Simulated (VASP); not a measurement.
Runs of VASP 6.6.1 on MgO. The structure is that of space group Fm-3m (No. 225), or close to it. The cells are those of the table. 

| level | cell | k mesh | smearing | grid for exact exchange (PRECFOCK) | screening parameter | gap on the mesh (eV) | pressure (GPa) |
| --- | --- | --- | --- | --- | --- | --- | --- |
| r2SCAN | a = 2.958 Å, angles 57.0°, 2 atoms | 10 × 10 × 10 | gaussian 0.01 eV | - | - | 6.27 | 15.9 |
| r2SCAN | a = 2.814 Å, angles 60.0°, 2 atoms | 10 × 10 × 10 | gaussian 0.01 eV | - | - | 7.53 | (d) |
| PBE | a = 2.978, b = 2.978, c = 2.973 Å, angles 60.1, 60.1, 59.9°, 2 atoms | 10 × 10 × 10 | fermi-dirac 0.02 eV | - | - | (a) | 4.3 |
| PBE | a = 2.814 Å, angles 60.0°, 2 atoms | 10 × 10 × 10 | fermi-dirac 0.02 eV | - | - | 6.58 | (c) |
| PBE | a = 2.958 Å, angles 57.0°, 2 atoms | 10 × 10 × 10 | fermi-dirac 0.02 eV | - | - | 5.36 | 22.4 |
| r2SCAN | a = 2.978, b = 2.978, c = 2.973 Å, angles 60.1, 60.1, 59.9°, 2 atoms | 10 × 10 × 10 | gaussian 0.01 eV | - | - | 5.62 | -1.7 |
| HSE06 | a = 2.814 Å, angles 60.0°, 2 atoms | 8 × 8 × 8 | gaussian 0.01 eV | Normal | 0.2079 1/Å | (b) | 38.4 |

Alike in all rows: task single point; potentials or basis VASP PAW PBE potentials, release 64 (Mg, O); no spin polarisation; cutoff (eV) 520.

Task: Estimate the missing entries.

Result: (a) 4.74; (b) 8.45; (c) 44.7; (d) 37.7.

Caveats: the PAW data sets were made with another functional, which shifts forces and pressure a little (some runs).

